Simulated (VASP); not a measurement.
# Se (R-3m) in VASP: a series of runs

Se is run at these levels: r2SCAN; tasks: single point.

Program: VASP 6.6.1. These are calculated values, not measurements. Logs are shortened: lines on timing, memory, paths and dates and some standing lists are left out, and cuts for length are marked.

## Step 1: The cell of the first run

Symmetry: R-3m, No. 166, trigonal system. Conventional cell: a = 3.972 Å, b = 3.972 Å, c = 4.893 Å, α = 90.00°, β = 90.00°, γ = 120.00°. Within 3.7 Å of Se (site symmetry -3m) lie 6 Se at 2.81 Å.

## Step 2: Single point, r2SCAN

The input, POSCAR:

```
Se
1.0
    1.9858804701      1.1465486240      1.6309443340
   -1.9858804701      1.1465486240      1.6309443340
    0.0000000000     -2.2930972479      1.6309443341
Se
1
Direct
    0.0000000000      0.0000000000      0.0000000000
```

The input, INCAR.step1:

```
SYSTEM = Se
PREC     = Accurate       ! precision mode
ENCUT    = 520            ! plane-wave cutoff, eV
ISMEAR   = 0              ! smearing method
SIGMA    = 0.05           ! smearing width, eV
LREAL    = .False.        ! projectors in reciprocal space
LASPH    = .True.         ! aspherical terms in the spheres
NELM     = 100            ! most SCF steps
NBANDS   = 9              ! bands
GGA      = PE             ! functional
ALGO     = Normal         ! electronic algorithm
EDIFF    = 1E-4           ! SCF threshold, eV
LWAVE    = .True.         ! write WAVECAR
LCHARG   = .False.        ! write CHGCAR
```

The input, INCAR.step2:

```
SYSTEM = Se
PREC     = Accurate       ! precision mode
ENCUT    = 520            ! plane-wave cutoff, eV
EDIFF    = 1E-6           ! SCF threshold, eV
ISMEAR   = 0              ! smearing method
SIGMA    = 0.05           ! smearing width, eV
LREAL    = .False.        ! projectors in reciprocal space
LASPH    = .True.         ! aspherical terms in the spheres
NELM     = 100            ! most SCF steps
ALGO     = Normal         ! electronic algorithm
ISIF     = 2              ! what is computed and relaxed
LWAVE    = .False.        ! write WAVECAR
LCHARG   = .False.        ! write CHGCAR
METAGGA  = R2SCAN         ! meta-GGA
LMIXTAU  = .True.       
NBANDS   = 9              ! bands
ISTART   = 1
```

The input, KPOINTS:

```
regular mesh
0
Gamma
  16 16 16
  0 0 0
```

Potentials or basis: VASP PAW PBE potentials, release 64 (Se).

Command:

```console
cat potpaw_PBE.64/Se/POTCAR > POTCAR
cp INCAR.step1 INCAR
mpirun -np 1 vasp_std > vasp.out
cp INCAR.step2 INCAR
mpirun -np 1 vasp_std > vasp.out
```

OUTCAR:

```text
SYSTEM = Se
   PREC = Accurate
   ENCUT = 520
   EDIFF = 1E-6
   ISMEAR = 0
   LREAL = .False.
   LASPH = .True.
   NELM = 100
   ISIF = 2
   METAGGA = R2SCAN
   ISTART = 1

 ion  position               nearest neighbor table
   1  0.000  0.000  0.000-

  LATTYP: Found a trigonal (rhomboedric) cell.
 ALAT       =     2.8139428582
 COS(alpha) =     0.0038937683

  Lattice vectors:

 A1 = (   1.9858804701,   1.1465486240,   1.6309443340)
 A2 = (  -1.9858804701,   1.1465486240,   1.6309443340)
 A3 = (   0.0000000000,  -2.2930972479,   1.6309443341)

Analysis of symmetry for initial positions (statically):
=====================================================================
 Subroutine PRICEL returns:
 Original cell was already a primitive cell.

 Routine SETGRP: Setting up the symmetry group for a
 trigonal (rhombohedral) supercell.

 Subroutine GETGRP returns: Found 12 space group operations
 (whereof 12 operations were pure point group operations)
 out of a pool of 12 trial point group operations.

The static configuration has the point symmetry D_3d.

Analysis of symmetry for dynamics (positions and initial velocities):
=====================================================================
 Subroutine PRICEL returns:
 Original cell was already a primitive cell.

 Routine SETGRP: Setting up the symmetry group for a
 trigonal (rhombohedral) supercell.

 Subroutine GETGRP returns: Found 12 space group operations
 (whereof 12 operations were pure point group operations)
 out of a pool of 12 trial point group operations.

The dynamic configuration has the point symmetry D_3d.

 Subroutine INISYM returns: Found 12 space group operations
 (whereof 12 operations are pure point group operations),
 and found     1 'primitive' translations

----------------------------------------------------------------------------------------

                                     Primitive cell

  volume of cell :      22.2811

  direct lattice vectors                    reciprocal lattice vectors
     1.985880470  1.146548624  1.630944334     0.251777490  0.145363802  0.204380570
    -1.985880470  1.146548624  1.630944334    -0.251777490  0.145363802  0.204380570
     0.000000000 -2.293097248  1.630944334     0.000000000 -0.290727603  0.204380570

  length of vectors
     2.813942858  2.813942858  2.813942858     0.355378610  0.355378610  0.355378610

  position of ions in fractional coordinates (direct lattice)
     0.000000000  0.000000000  0.000000000

  ion indices of the primitive-cell ions
   primitive index   ion index
                 1           1

----------------------------------------------------------------------------------------

 KPOINTS: regular mesh

Automatic generation of k-mesh.
 Grid dimensions read from file:
 generate k-points for:   16   16   16

 Generating k-lattice:

  Cartesian coordinates                     Fractional coordinates (reciprocal lattice)
     0.015736093  0.009085238  0.012773786     0.062500000  0.000000000 -0.000000000
    -0.015736093  0.009085238  0.012773786     0.000000000  0.062500000 -0.000000000
     0.000000000 -0.018170475  0.012773786     0.000000000  0.000000000  0.062500000

  Length of vectors
     0.022211163  0.022211163  0.022211163

  Shift w.r.t. Gamma in fractional coordinates (k-lattice)
     0.000000000  0.000000000  0.000000000

 Subroutine IBZKPT returns following result:
 ===========================================

 Found    417 irreducible k-points:

 Following reciprocal coordinates:
            Coordinates               Weight
  0.000000  0.000000  0.000000      1.000000
  0.062500  0.000000  0.000000      6.000000
  0.125000  0.000000  0.000000      6.000000
  0.187500  0.000000  0.000000      6.000000
  0.250000  0.000000  0.000000      6.000000
  0.312500  0.000000  0.000000      6.000000
[... 16 lines left out ...]
 -0.125000  0.062500  0.000000     12.000000
 -0.062500  0.062500  0.000000      6.000000
 [... further k-points ...]
   k-points           NKPTS =    417   k-points in BZ     NKDIM =    417   number of bands    NBANDS=      9
   number of dos      NEDOS =    301   number of ions     NIONS =      1
   total plane-waves  NPLWV =  13824
   dimension x,y,z NGX =    24 NGY =   24 NGZ =   24
   dimension x,y,z NGXF=    48 NGYF=   48 NGZF=   48
   ions per type =               1
   NGX,Y,Z   is equivalent  to a cutoff of  14.18, 14.18, 14.18 a.u.
   NGXF,Y,Z  is equivalent  to a cutoff of  28.36, 28.36, 28.36 a.u.
 SYSTEM =  Se
   PREC   = accura    normal or accurate (medium, high low for compatibility)
   ISTART =      1    job   : 0-new  1-cont  2-samecut
   ICHARG =      0    charge: 1-file 2-atom 10-const
   ISPIN  =      1    spin polarized calculation?
   LNONCOLLINEAR =      F non collinear calculations
   LSORBIT =      F    spin-orbit coupling
   LASPH  =      T    aspherical Exc in radial PAW
   ENCUT  =  520.0 eV  38.22 Ry    6.18 a.u.   5.23  5.23  5.23*2*pi/ulx,y,z
   NELM   =    100;   NELMIN=  2; NELMDL=  0     # of ELM steps
   EDIFF  = 0.1E-05   stopping-criterion for ELM
   LREAL  =      F    real-space projection
   EDIFFG = 0.1E-04   stopping-criterion for IOM
   NSW    =      0    number of steps for IOM
   IBRION =     -1    ionic relax: 0-MD 1-quasi-New 2-CG
   NFREE  =      0    steps in history (QN), initial steepest desc. (CG)
   ISIF   =      2    stress and relaxation
   ISYM   =      2    0-nonsym 1-usesym 2-fastsym
   POTIM  = 0.5000    time-step for ionic-motion
   TEBEG  =    0.0;   TEEND  =   0.0 temperature during run
   PSTRESS=    0.0 pullay stress
   NELECT =       6.0000    total number of electrons
   NUPDOWN=      -1.0000    fix difference up-down
   EMIN   =  10.00;   EMAX   =-10.00  energy-range for DOS
   EFERMI =   0.00;   METHOD = LEGACY
   ISMEAR =     0;   SIGMA  =   0.05  broadening in eV -4-tet -1-fermi 0-gaus
   EFERMI_NEDOS =   21; number of points for ismear=-14 and -15
   IALGO  =     38    algorithm
   IMIX   =      4    mixing-type and parameters
     AMIX     =   0.40;   BMIX     =  1.00
     AMIX_MAG =   1.60;   BMIX_MAG =  1.00
  volume/ion in A,a.u.               =      22.28       150.36
  Fermi-wavevector in a.u.,A,eV,Ry     =   1.057174  1.997770 15.206109  1.117617
  Thomas-Fermi vector in A             =   2.192437
   LORBIT       =      0    0 simple, 1 ext, 2 COOP (PROOUT), +10 PAW based schemes
   METAGGA = R2SCAN    functional components
   LHFCALC =     F    Hartree Fock is set to
   AEXX    =    0.0000 exact exchange contribution
   IVDW    =     0    specifies the selected vdW correction
   LEPSILON=     F    determine dielectric tensor
   LRPA    =     F    only Hartree local field effects (RPA)
 non-spin polarized calculation
 Gauss-broadening in eV      SIGMA  =   0.05
  energy-cutoff  :      520.00
  volume of cell :       22.28
 maximum number of plane-waves:       624
 NGX is ok and might be reduce to    24
   NGX = 11   NGY = 11   NGZ = 11

 number of electron       5.9999999 magnetization

 Free energy of the ion-electron system (eV)
  ---------------------------------------------------
  ext. energy  EPLUGINS =         0.00000000
  ---------------------------------------------------
  free energy    TOTEN  =       -14.05446114 eV

  energy without entropy =      -14.05386951  energy(sigma->0) =      -14.05416532

 E-fermi :   4.5908     XC(G=0): -10.5043

 val. band max:        4.5901248941   @ k =  -0.3750   0.1875   0.1875
 cond. band min:       4.6099861146   @ k =  -0.1250   0.1250   0.1250
 fundamental gap:      0.0198612205
 Fermi energy:         4.5908482527

 k-point     1 :       0.0000    0.0000    0.0000
  band No.  band energies     occupation
      1     -12.2141      2.00000
      2       6.1339      0.00000
      3       6.1339      0.00000
      4       6.1684      0.00000
      5      12.8544      0.00000
      6      12.8544      0.00000
      7      13.4495      0.00000
      8      27.9986      0.00000
      9      28.0231      0.00000

 k-point     2 :       0.0625    0.0000    0.0000
  band No.  band energies     occupation
      1     -12.1547      2.00000
      2       5.4936      0.00000
      3       6.1809      0.00000
      4       6.2042      0.00000
      5      12.9126      0.00000
      6      13.2241      0.00000
      7      13.9252      0.00000
      8      26.8736      0.00000
      9      26.8855      0.00000

 k-point     3 :       0.1250    0.0000    0.0000
  band No.  band energies     occupation
      1     -11.9792      2.00000
      2       4.0653      2.00000
      3       6.3181      0.00000
      4       6.3411      0.00000
      5      13.0846      0.00000
      6      13.5216      0.00000
      7      15.6208      0.00000
      8      25.1504      0.00000
      9      25.1647      0.00000

 k-point     4 :       0.1875    0.0000    0.0000
  band No.  band energies     occupation
      1     -11.6960      2.00000
      2       2.4472      2.00000
      3       6.5340      0.00000
      4       6.5569      0.00000
      5      13.3625      0.00000
      6      13.8840      0.00000
      7      17.7310      0.00000
      8      23.4832      0.00000
      9      23.5004      0.00000
[... 205 lines left out ...]
 k-point    22 :      -0.1875    0.0625    0.0000
  band No.  band energies     occupation
      1     -11.6356      2.00000
      2       2.4960      2.00000
      3       5.9046      0.00000
      4       6.5926      0.00000
      5      13.6204      0.00000
      6      14.4358      0.00000
      7      17.7500      0.00000
      8      22.6612      0.00000
      9      23.5293      0.00000

 k-point    23 :      -0.1250    0.0625    0.0000
  band No.  band energies     occupation
      1     -11.9191      2.00000
      2       4.1121      2.00000
      3       5.6807      0.00000
      4       6.3769      0.00000
      5      13.3204      0.00000
      6      14.1181      0.00000
      7      15.6751      0.00000
      8      24.2491      0.00000
      9      25.1667      0.00000

 k-point    24 :      -0.0625    0.0625    0.0000
  band No.  band energies     occupation
      1     -12.0950      2.00000
      2       5.5224      0.00000
      3       5.5566      0.00000
      4       6.2398      0.00000
      5      13.1140      0.00000
      6      13.7477      0.00000
      7      14.1048      0.00000
      8      25.9189      0.00000
      9      26.6452      0.00000

 [... further k-points ...]
[... 5 lines left out ...]
  --------------------------------------------------------------------------------------
  -------------------------------------------------------------------------------------
  Total       -0.0049824     -0.0049824     -0.0213885      0.0000000     -0.0000000      0.0000000
  in kB       -0.3582736     -0.3582736     -1.5379921      0.0000000     -0.0000000      0.0000000
  external PRESSURE =      -0.7515131 kB  Pullay stress =       0.0000000 kB

 VOLUME and BASIS-vectors are now :
 -----------------------------------------------------------------------------
  energy-cutoff  :      520.00
  volume of cell :       22.28
      direct lattice vectors                 reciprocal lattice vectors
     1.985880470  1.146548624  1.630944334     0.251777490  0.145363802  0.204380570
    -1.985880470  1.146548624  1.630944334    -0.251777490  0.145363802  0.204380570
     0.000000000 -2.293097248  1.630944334     0.000000000 -0.290727603  0.204380570

 POSITION                                       TOTAL-FORCE (eV/Angst)
 -----------------------------------------------------------------------------------
      0.00000      0.00000      0.00000         0.000000      0.000000     -0.000000
 -----------------------------------------------------------------------------------
    total drift:                                0.000000     -0.000000      0.000000

  FREE ENERGIE OF THE ION-ELECTRON SYSTEM (eV)
  ---------------------------------------------------
  free  energy   TOTEN  =       -14.0544611427 eV

  energy  without entropy=      -14.0538695070  energy(sigma->0) =      -14.05416532
```

It took 2.1 min on 1 thread of Intel Xeon Platinum 8259CL at 2.50GHz (Skylake/Cascade Lake), shared host; peak memory 0.2 GiB.

Results:

* Free energy: -14.0545 eV
* Pressure: -0.1 GPa
* Band gap on the k mesh: zero (band 3 reaches 7.66 eV, above the bottom of band 4 at 1.07 eV)

Caveat: the PAW data sets were made with another functional, which shifts forces and pressure a little.

## Step 3: Single point, r2SCAN

This run uses another cell than the first one, of 22.49 Å³/atom, 1.009 times its volume.

The input, POSCAR:

```
Se
1.0
    1.9920745474      1.1501247762      1.6360313447
   -1.9920745474      1.1501247762      1.6360313447
    0.0000000000     -2.3002495523      1.6360313448
Se
1
Direct
    0.0000000000      0.0000000000      0.0000000000
```

The input, INCAR.step1:

```
SYSTEM = Se
ALGO = Normal
EDIFF = 1E-4
ENCUT = 520
GGA = PE
ISMEAR = 0
LASPH = .True.
LCHARG = .False.
LREAL = .False.
LWAVE = .True.
NBANDS = 9
NELM = 100
PREC = Accurate
SIGMA = 0.05
```

The input, INCAR.step2:

```
SYSTEM = Se
ALGO = Normal
EDIFF = 1E-6
ENCUT = 520
ISIF = 2
ISMEAR = 0
ISTART = 1
LASPH = .True.
LCHARG = .False.
LMIXTAU = .True.
LREAL = .False.
LWAVE = .False.
METAGGA = R2SCAN
NBANDS = 9
NELM = 100
PREC = Accurate
SIGMA = 0.05
```

The input, KPOINTS:

```
k-points
0
Gamma
  16 16 16
  0 0 0
```

Potentials or basis: VASP PAW PBE potentials, release 64 (Se).

Command:

```console
cat potpaw_PBE.64/Se/POTCAR > POTCAR
cp INCAR.step1 INCAR
mpirun -np 1 vasp_std > vasp.out
cp INCAR.step2 INCAR
mpirun -np 1 vasp_std > vasp.out
```

OUTCAR:

```text
SYSTEM = Se
   EDIFF = 1E-6
   ENCUT = 520
   ISIF = 2
   ISMEAR = 0
   ISTART = 1
   LASPH = .True.
   LREAL = .False.
   METAGGA = R2SCAN
   NELM = 100
   PREC = Accurate

 ion  position               nearest neighbor table
   1  0.000  0.000  0.000-

  LATTYP: Found a trigonal (rhomboedric) cell.
 ALAT       =     2.8227197105
 COS(alpha) =     0.0038937683

  Lattice vectors:

 A1 = (   1.9920745474,   1.1501247762,   1.6360313447)
 A2 = (  -1.9920745474,   1.1501247762,   1.6360313447)
 A3 = (   0.0000000000,  -2.3002495523,   1.6360313448)

Analysis of symmetry for initial positions (statically):
=====================================================================
 Subroutine PRICEL returns:
 Original cell was already a primitive cell.

 Routine SETGRP: Setting up the symmetry group for a
 trigonal (rhombohedral) supercell.

 Subroutine GETGRP returns: Found 12 space group operations
 (whereof 12 operations were pure point group operations)
 out of a pool of 12 trial point group operations.

The static configuration has the point symmetry D_3d.

Analysis of symmetry for dynamics (positions and initial velocities):
[... 155 lines left out ...]

  energy without entropy =      -14.05333778  energy(sigma->0) =      -14.05363065

 E-fermi :   4.4766     XC(G=0): -10.4601

 val. band max:        4.4704586620   @ k =   0.1875   0.1250   0.0625
 cond. band min:       4.4901912452   @ k =  -0.1250   0.1250   0.1250
 fundamental gap:      0.0197325832
 Fermi energy:         4.4766488279

 k-point     1 :       0.0000    0.0000    0.0000
  band No.  band energies     occupation
      1     -12.2423      2.00000
      2       6.0033      0.00000
      3       6.0033      0.00000
      4       6.0375      0.00000
      5      12.7582      0.00000
      6      12.7582      0.00000
      7      13.2774      0.00000
      8      27.7865      0.00000
      9      27.8108      0.00000
[... 265 lines left out ...]
 k-point    24 :      -0.0625    0.0625    0.0000
  band No.  band energies     occupation
      1     -12.1246      2.00000
      2       5.4034      0.00000
      3       5.4329      0.00000
      4       6.1078      0.00000
      5      13.0058      0.00000
      6      13.6376      0.00000
      7      13.9355      0.00000
      8      25.7211      0.00000
      9      26.4387      0.00000

 [... further k-points ...]
[... 5 lines left out ...]
  --------------------------------------------------------------------------------------
  -------------------------------------------------------------------------------------
  Total       -0.1024034     -0.1024034     -0.1193686      0.0000000      0.0000000      0.0000000
  in kB       -7.2951036     -7.2951036     -8.5036866      0.0000000      0.0000000      0.0000000
  external PRESSURE =      -7.6979646 kB  Pullay stress =       0.0000000 kB

 VOLUME and BASIS-vectors are now :
 -----------------------------------------------------------------------------
  energy-cutoff  :      520.00
  volume of cell :       22.49
      direct lattice vectors                 reciprocal lattice vectors
     1.992074547  1.150124776  1.636031345     0.250994623  0.144911813  0.203745078
    -1.992074547  1.150124776  1.636031345    -0.250994623  0.144911813  0.203745078
     0.000000000 -2.300249552  1.636031345     0.000000000 -0.289823626  0.203745078

 POSITION                                       TOTAL-FORCE (eV/Angst)
 -----------------------------------------------------------------------------------
      0.00000      0.00000      0.00000         0.000000     -0.000000     -0.000000
 -----------------------------------------------------------------------------------
    total drift:                               -0.000000     -0.000000      0.000000

  FREE ENERGIE OF THE ION-ELECTRON SYSTEM (eV)
  ---------------------------------------------------
  free  energy   TOTEN  =       -14.0539235260 eV

  energy  without entropy=      -14.0533377777  energy(sigma->0) =      -14.05363065
```

OUTCAR.step1:

```text
SYSTEM = Se
   EDIFF = 1E-4
   ENCUT = 520
   GGA = PE
   ISMEAR = 0
   LASPH = .True.
[... 507 lines left out ...]
 -----------------------------------------------------------------------------------
      0.00000      0.00000      0.00000         0.000000      0.000000      0.000000
 -----------------------------------------------------------------------------------
    total drift:                               -0.000000     -0.000000      0.000000

  FREE ENERGIE OF THE ION-ELECTRON SYSTEM (eV)
  ---------------------------------------------------
  free  energy   TOTEN  =        -3.3279787303 eV

  energy  without entropy=       -3.3274198791  energy(sigma->0) =       -3.32769930
```

OSZICAR.step1:

```text
N       E                     dE             d eps       ncg     rms          rms(c)
DAV:   1     0.974683050210E+01    0.97468E+01   -0.28226E+03  7538   0.566E+02
DAV:   2    -0.302115036535E+01   -0.12768E+02   -0.12251E+02 10101   0.766E+01
DAV:   3    -0.332159573622E+01   -0.30045E+00   -0.29780E+00  8977   0.110E+01
DAV:   4    -0.332223895687E+01   -0.64322E-03   -0.64316E-03 10404   0.569E-01
DAV:   5    -0.332223957674E+01   -0.61987E-06   -0.61952E-06  9053   0.147E-02    0.369E+00
DAV:   6    -0.332553452722E+01   -0.32950E-02   -0.78127E-04  8739   0.202E-01    0.221E+00
DAV:   7    -0.332792051231E+01   -0.23860E-02   -0.18096E-03  7965   0.307E-01    0.491E-02
DAV:   8    -0.332797873031E+01   -0.58218E-04   -0.80383E-05  8318   0.607E-02
   1 F= -.33279787E+01 E0= -.33276993E+01  d E =-.558851E-03
```

Run time: 2 min. Hardware: 1 thread of Intel Xeon Platinum 8259CL at 2.50GHz (Skylake/Cascade Lake), shared host; peak memory 0.2 GiB.

Results:

```
Free energy            : -14.0539 eV
Pressure               : -0.8 GPa
Band gap on the k mesh : zero (band 3 reaches 7.50 eV, above the bottom of band 4 at 0.99 eV)
```

Caveat: the PAW data sets were made with another functional, which shifts forces and pressure a little.

(Continued in part 2 of 2.)
